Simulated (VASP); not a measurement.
# BaTiO3 (P4/mmm) in VASP: further runs

Runs on BaTiO3. Level: PBE. Tasks: single point.

All numbers are computed with VASP 6.6.1; they aren't measurements. Logs are shortened: lines on timing, memory, paths and dates and some standing lists are left out, and cuts for length are marked.

**1. The cell of the first run**

The structure is tetragonal, space group P4/mmm (No. 123). Conventional cell: a = 4.180 Å, b = 4.180 Å, c = 3.698 Å, α = 90.00°, β = 90.00°, γ = 90.00°. Ba (site symmetry 4/mmm) has 12 O at 2.79 to 2.96 Å and 8 Ti at 3.49 Å and 2 Ba at 3.70 Å within 3.7 Å. Within 2.5 Å of Ti (site symmetry 4/mmm) lie 6 O at 1.85 to 2.09 Å. O (site symmetry 4/mmm) has 2 Ti at 1.85 Å within 2.5 Å. O (site symmetry mmm) has 2 Ti at 2.09 Å and 4 Ba at 2.79 Å and 4 O at 2.79 Å within 2.8 Å.

**2. Single point, PBE (strain +0.040 along x and y, -0.080 along z)**

Contents of INCAR:

```
PREC = Accurate
ENCUT = 1340
EDIFF = 1E-6
ISMEAR = 0
SIGMA = 0.05
LREAL = False
LASPH = True
NELM = 120
ALGO = Normal
ISIF = 2
LWAVE = False
LCHARG = False
GGA = PE
NBANDS = 28
GGA_COMPAT = False
```

Contents of KPOINTS:

```
regular mesh
0
Gamma
  8 8 8
```

Contents of POSCAR:

```
BaTiO3
1.0
    4.1800011360      0.0000000000      0.0000000000
    0.0000000000      4.1800011360      0.0000000000
    0.0000000000      0.0000000000      3.6977388148
Ba Ti O
1 1 3
Direct
    0.0000000000      0.0000000000      0.0000000000
    0.5000000000      0.5000000000      0.5000000000
    0.5000000000      0.5000000000      0.0000000000
    0.5000000000      0.0000000000      0.5000000000
    0.0000000000      0.5000000000      0.5000000000
```

Potentials or basis: VASP PAW PBE potentials, release 64 (Ba_sv, Ti_sv, O_h).

Command:

```bash
$ cat potpaw_PBE.64/Ba_sv/POTCAR potpaw_PBE.64/Ti_sv/POTCAR potpaw_PBE.64/O_h/POTCAR > POTCAR
$ mpirun -np 1 vasp_std > vasp.out
```

OUTCAR:

```text
PREC = Accurate
   ENCUT = 1340
   EDIFF = 1E-6
   ISMEAR = 0
   LREAL = False
   LASPH = True
   NELM = 120
   ISIF = 2
   GGA = PE

 ion  position               nearest neighbor table
   1  0.000  0.000  0.000-   4 2.79   5 2.79   4 2.79   5 2.79   5 2.79   5 2.79   4 2.79   4 2.79
                             3 2.96   3 2.96   3 2.96   3 2.96   2 3.49   2 3.49   2 3.49   2 3.49
   2  0.500  0.500  0.500-   3 1.85   3 1.85   5 2.09   4 2.09   4 2.09   5 2.09   1 3.49   1 3.49
                             1 3.49   1 3.49   1 3.49   1 3.49   1 3.49   1 3.49
   3  0.500  0.500  0.000-   2 1.85   2 1.85   1 2.96   1 2.96   1 2.96   1 2.96
   4  0.500  0.000  0.500-   2 2.09   2 2.09   1 2.79   1 2.79   1 2.79   1 2.79
   5  0.000  0.500  0.500-   2 2.09   2 2.09   1 2.79   1 2.79   1 2.79   1 2.79

  LATTYP: Found a simple tetragonal cell.
 ALAT       =     4.1800011360
 C/A-ratio  =     0.8846262703

  Lattice vectors:

 A1 = (   4.1800011360,   0.0000000000,   0.0000000000)
 A2 = (   0.0000000000,   4.1800011360,   0.0000000000)
 A3 = (   0.0000000000,   0.0000000000,   3.6977388148)

Analysis of symmetry for initial positions (statically):
=====================================================================
 Subroutine PRICEL returns:
 Original cell was already a primitive cell.

 Routine SETGRP: Setting up the symmetry group for a
 simple tetragonal supercell.

 Subroutine GETGRP returns: Found 16 space group operations
 (whereof 16 operations were pure point group operations)
 out of a pool of 16 trial point group operations.

The static configuration has the point symmetry D_4h.

Analysis of symmetry for dynamics (positions and initial velocities):
=====================================================================
 Subroutine PRICEL returns:
 Original cell was already a primitive cell.

 Routine SETGRP: Setting up the symmetry group for a
 simple tetragonal supercell.

 Subroutine GETGRP returns: Found 16 space group operations
 (whereof 16 operations were pure point group operations)
 out of a pool of 16 trial point group operations.

The dynamic configuration has the point symmetry D_4h.

 Subroutine INISYM returns: Found 16 space group operations
 (whereof 16 operations are pure point group operations),
 and found     1 'primitive' translations

----------------------------------------------------------------------------------------

                                     Primitive cell

  volume of cell :      64.6084
[... 97 lines left out ...]
   EDIFFG = 0.1E-04   stopping-criterion for IOM
   NSW    =      0    number of steps for IOM
   IBRION =     -1    ionic relax: 0-MD 1-quasi-New 2-CG
   NFREE  =      0    steps in history (QN), initial steepest desc. (CG)
   ISIF   =      2    stress and relaxation
   ISYM   =      2    0-nonsym 1-usesym 2-fastsym
   POTIM  = 0.5000    time-step for ionic-motion
   TEBEG  =    0.0;   TEEND  =   0.0 temperature during run
   PSTRESS=    0.0 pullay stress
   NELECT =      40.0000    total number of electrons
   NUPDOWN=      -1.0000    fix difference up-down
   EMIN   =  10.00;   EMAX   =-10.00  energy-range for DOS
   EFERMI =   0.00;   METHOD = LEGACY
   ISMEAR =     0;   SIGMA  =   0.05  broadening in eV -4-tet -1-fermi 0-gaus
   EFERMI_NEDOS =   21; number of points for ismear=-14 and -15
   IALGO  =     38    algorithm
   IMIX   =      4    mixing-type and parameters
     AMIX     =   0.40;   BMIX     =  1.00
     AMIX_MAG =   1.60;   BMIX_MAG =  1.00
  volume/ion in A,a.u.               =      12.92        87.20
  Fermi-wavevector in a.u.,A,eV,Ry     =   1.395292  2.636720 26.488369  1.946840
  Thomas-Fermi vector in A             =   2.518758
   LORBIT       =      0    0 simple, 1 ext, 2 COOP (PROOUT), +10 PAW based schemes
   GGA     = PE    functional components
   LHFCALC =     F    Hartree Fock is set to
   AEXX    =    0.0000 exact exchange contribution
   IVDW    =     0    specifies the selected vdW correction
   LEPSILON=     F    determine dielectric tensor
   LRPA    =     F    only Hartree local field effects (RPA)
 non-spin polarized calculation
 Gauss-broadening in eV      SIGMA  =   0.05
  energy-cutoff  :     1340.00
  volume of cell :       64.61
 maximum number of plane-waves:      7230
 NGX is ok and might be reduce to    50
   NGX = 25   NGY = 25   NGZ = 23

 number of electron      40.0000000 magnetization

 Free energy of the ion-electron system (eV)
  ---------------------------------------------------
  ext. energy  EPLUGINS =         0.00000000
  ---------------------------------------------------
  free energy    TOTEN  =       -39.56543317 eV

  energy without entropy =      -39.56543317  energy(sigma->0) =      -39.56543317

 E-fermi :   4.6584     XC(G=0): -11.2160

 val. band max:        4.2471815778   @ k =   0.5000   0.5000   0.5000
 cond. band min:       5.7325513861   @ k =   0.0000   0.0000   0.0000
 fundamental gap:      1.4853698083
 Fermi energy:         4.6583708070

 k-point     1 :       0.0000    0.0000    0.0000
  band No.  band energies     occupation
      1     -52.4921      2.00000
      2     -28.7888      2.00000
      3     -28.6873      2.00000
      4     -28.6873      2.00000
      5     -20.7237      2.00000
      6     -13.2086      2.00000
[... 733 lines left out ...]
     27      12.0918      0.00000
     28      12.6462      0.00000

 [... further k-points ...]

------------------------ aborting loop because EDIFF is reached ----------------------------------------

  FORCE on cell =-STRESS in cart. coord.  units (eV):
  Direction    XX          YY          ZZ          XY          YZ          ZX
  --------------------------------------------------------------------------------------
  -------------------------------------------------------------------------------------
  Total       -1.4480408     -1.4480408     10.1796602      0.0000000     -0.0000000      0.0000000
  in kB      -35.9089203    -35.9089203    252.4380589      0.0000000     -0.0000000      0.0000000
  external PRESSURE =      60.2067394 kB  Pullay stress =       0.0000000 kB

 VOLUME and BASIS-vectors are now :
 -----------------------------------------------------------------------------
  energy-cutoff  :     1340.00
  volume of cell :       64.61
      direct lattice vectors                 reciprocal lattice vectors
     4.180001136  0.000000000  0.000000000     0.239234385  0.000000000  0.000000000
     0.000000000  4.180001136  0.000000000     0.000000000  0.239234385  0.000000000
     0.000000000  0.000000000  3.697738815     0.000000000  0.000000000  0.270435542

 POSITION                                       TOTAL-FORCE (eV/Angst)
 -----------------------------------------------------------------------------------
      0.00000      0.00000      0.00000         0.000000      0.000000      0.000000
      2.09000      2.09000      1.84887         0.000000      0.000000      0.000000
      2.09000      2.09000      0.00000         0.000000      0.000000      0.000000
      2.09000      0.00000      1.84887         0.000000      0.000000      0.000000
      0.00000      2.09000      1.84887         0.000000      0.000000      0.000000
 -----------------------------------------------------------------------------------
    total drift:                                0.000000     -0.000000      0.000000

  FREE ENERGIE OF THE ION-ELECTRON SYSTEM (eV)
  ---------------------------------------------------
  free  energy   TOTEN  =       -39.5654331726 eV

  energy  without entropy=      -39.5654331726  energy(sigma->0) =      -39.56543317
```

stdout:

```text
POSCAR found type information on POSCAR BaTiO
 POSCAR found :  3 types and       5 ions
 scaLAPACK will be used
 LDA part: xc-table for (Slater+PW92), standard interpolation
 POSCAR, INCAR and KPOINTS ok, starting setup
 FFT: planning ... GRIDC
 FFT: planning ... GRID_SOFT
 FFT: planning ... GRID
 WAVECAR not read
 entering main loop
```

Run time: 16 min. Hardware: 1 thread of Intel Xeon Platinum 8488C (Sapphire Rapids), shared host; peak memory 0.73 GiB.

Results:

| Item | Value |
| --- | --- |
| Free energy | -39.5654 eV |
| Pressure | 6.0 GPa |
| Band gap on the k mesh | 1.49 eV (least direct gap 1.64 eV) |

Caveat: the cell differs from its parent crystal (strain +0.040 along x and y, -0.080 along z); the stress differs along the axes, from -4 to 25 GPa; spin-orbit coupling is left out, which moves the levels of the heavy elements. A k mesh can miss the band edges.

**3. Single point, PBE (strain -0.080 along x and y, +0.040 along z)**

Contents of INCAR:

```
ALGO = Normal ; EDIFF = 1E-6
ENCUT = 1340 ; GGA = PE
GGA_COMPAT = F ; ISIF = 2
ISMEAR = 0 ; LASPH = T
LCHARG = T ; LELF = T
LREAL = F ; LVHAR = T
LWAVE = F ; NBANDS = 28
NELM = 120 ; PREC = Accurate
SIGMA = 0.05
```

Contents of KPOINTS:

```
k-points
0
Gamma
  8 8 8
```

POSCAR: that of step 2 with these lines changed.

```diff
@@ -2,5 +2,5 @@
 1.0
-    4.1800011360      0.0000000000      0.0000000000
-    0.0000000000      4.1800011360      0.0000000000
-    0.0000000000      0.0000000000      3.6977388148
+    3.6976933126      0.0000000000      0.0000000000
+    0.0000000000      3.6976933126      0.0000000000
+    0.0000000000      0.0000000000      4.1800525732
 Ba Ti O
```

Potentials or basis: VASP PAW PBE potentials, release 64 (Ba_sv, Ti_sv, O_h).

Command:

```bash
$ cat potpaw_PBE.64/Ba_sv/POTCAR potpaw_PBE.64/Ti_sv/POTCAR potpaw_PBE.64/O_h/POTCAR > POTCAR
$ mpirun -np 1 vasp_std > vasp.out
```

Run time: 10 min. Hardware: 1 thread of Intel Xeon Platinum 8259CL at 2.50GHz (Skylake/Cascade Lake), shared host; peak memory 0.68 GiB.

Results (log left out):

```
Free energy            : -38.7478 eV
Pressure               : 35.1 GPa
Band gap on the k mesh : 1.68 eV (least direct gap 1.82 eV)
```

Stress tensor (GPa, compression positive):
```
47.64  0.00  0.00
 0.00 47.64  0.00
 0.00  0.00 10.07
```

Levels at points of the mesh, in eV from the valence-band top:
| k point | band 16 | band 17 | band 18 | band 19 | band 20 | band 21 | band 22 | band 23 | band 24 | band 25 |
| --- | --- | --- | --- | --- | --- | --- | --- | --- | --- | --- |
| (0.00, 0.00, 0.00) | -1.19 | -1.19 | -0.44 | -0.13 | -0.13 | 1.68 | 1.68 | 1.93 | 3.87 | 4.23 |
| (0.50, 0.00, 0.00) | -2.66 | -2.62 | -2.16 | -1.02 | -0.92 | 1.96 | 4.11 | 4.30 | 4.35 | 7.43 |
| (0.50, 0.50, 0.00) | -3.91 | -1.95 | -0.24 | -0.24 | -0.05 | 4.32 | 4.32 | 4.70 | 4.91 | 8.87 |
| (0.00, 0.00, 0.50) | -2.46 | -1.27 | -1.27 | -0.75 | -0.75 | 2.04 | 3.17 | 3.17 | 5.16 | 6.06 |
| (0.50, 0.00, 0.50) | -2.84 | -1.71 | -1.50 | -1.43 | -0.73 | 3.19 | 4.35 | 4.37 | 5.88 | 7.75 |
| (0.50, 0.50, 0.50) | -2.54 | -2.54 | -0.08 | -0.08 | 0.00 | 4.69 | 4.69 | 5.20 | 6.51 | 6.51 |

Caveat: the cell differs from its parent crystal (strain -0.080 along x and y, +0.040 along z); the stress differs along the axes, from 10 to 48 GPa; spin-orbit coupling is left out, which moves the levels of the heavy elements. A k mesh can miss the band edges.

**4. Single point, PBE (strain +0.000 along x and y, -0.080 along z)**

Contents of INCAR:

```
  ALGO = Normal
  EDIFF = 1E-6
  ENCUT = 1340
  GGA = PE
  GGA_COMPAT = F
  ISIF = 2
  ISMEAR = 0
  LASPH = T
  LCHARG = F
  LREAL = F
  LWAVE = F
  NBANDS = 28
  NELM = 120
  PREC = Accurate
  SIGMA = 0.05
```

KPOINTS is that of step 3.

POSCAR: that of step 3 with these lines changed.

```diff
@@ -2,5 +2,5 @@
 1.0
-    3.6976933126      0.0000000000      0.0000000000
-    0.0000000000      3.6976933126      0.0000000000
-    0.0000000000      0.0000000000      4.1800525732
+    4.0192318615      0.0000000000      0.0000000000
+    0.0000000000      4.0192318615      0.0000000000
+    0.0000000000      0.0000000000      3.6977388148
 Ba Ti O
```

Command:

```bash
$ cat potpaw_PBE.64/Ba_sv/POTCAR potpaw_PBE.64/Ti_sv/POTCAR potpaw_PBE.64/O_h/POTCAR > POTCAR
$ mpirun -np 1 vasp_std > vasp.out
```

It took 9.2 min on 1 thread of Intel Xeon Platinum 8488C (Sapphire Rapids), shared host; peak memory 0.68 GiB.

It converged, with:

| Quantity | Value |
| --- | --- |
| Free energy | -39.4457 eV |
| Pressure | 20.6 GPa |
| Band gap on the k mesh | 1.67 eV (least direct gap 1.75 eV) |

Stress tensor (GPa, compression positive):
```
12.25  0.00  0.00
 0.00 12.25  0.00
 0.00  0.00 37.22
```

Levels at points of the mesh, in eV from the valence-band top:
```
           k point  band 16  band 17  band 18  band 19  band 20  band 21  band 22  band 23  band 24  band 25
(0.00, 0.00, 0.00)    -1.32    -1.09    -0.21    -0.21    -0.08     1.67     1.85     1.85     4.00     4.40
(0.50, 0.00, 0.00)    -2.10    -1.70    -1.66    -0.76    -0.75     2.00     3.50     3.52     4.39     6.50
(0.50, 0.50, 0.00)    -2.64    -1.66    -1.46    -1.46    -0.41     3.53     3.53     3.89     5.89     7.70
(0.00, 0.00, 0.50)    -2.72    -2.28    -1.99    -0.88    -0.88     1.95     4.01     4.33     4.33     6.82
(0.50, 0.00, 0.50)    -3.03    -1.79    -0.72    -0.70    -0.23     3.52     4.33     4.51     4.96     8.07
(0.50, 0.50, 0.50)    -2.91    -1.93    -0.24     0.00     0.00     4.26     4.76     4.76     6.62     7.00
```

Caveat: the cell differs from its parent crystal (strain +0.000 along x and y, -0.080 along z); the stress differs along the axes, from 12 to 37 GPa; spin-orbit coupling is left out, which moves the levels of the heavy elements.

**5. The runs side by side**

| cell | gap on the mesh (eV) | pressure (GPa) |
| --- | --- | --- |
| a = 4.180, b = 4.180, c = 3.698 Å, 5 atoms | 1.49 | 6.0 |
| a = 3.698, b = 3.698, c = 4.180 Å, 5 atoms | 1.68 | 35.1 |
| a = 4.019, b = 4.019, c = 3.698 Å, 5 atoms | 1.67 | 20.6 |

Alike in all rows: task single point; level PBE; potentials or basis VASP PAW PBE potentials, release 64 (Ba_sv, Ti_sv, O_h); no spin polarisation; k mesh 8 × 8 × 8; cutoff (eV) 1340; smearing gaussian 0.05 eV.

Caveats: spin-orbit coupling is left out, which moves the levels of the heavy elements; the stress differs along the axes, from -4 to 25 GPa (at least some runs); the stress differs along the axes, from 10 to 48 GPa (at least some runs); the stress differs along the axes, from 12 to 37 GPa (at least some runs).

Total energies depend on the potentials used, so only differences within one code and one set of settings carry meaning.
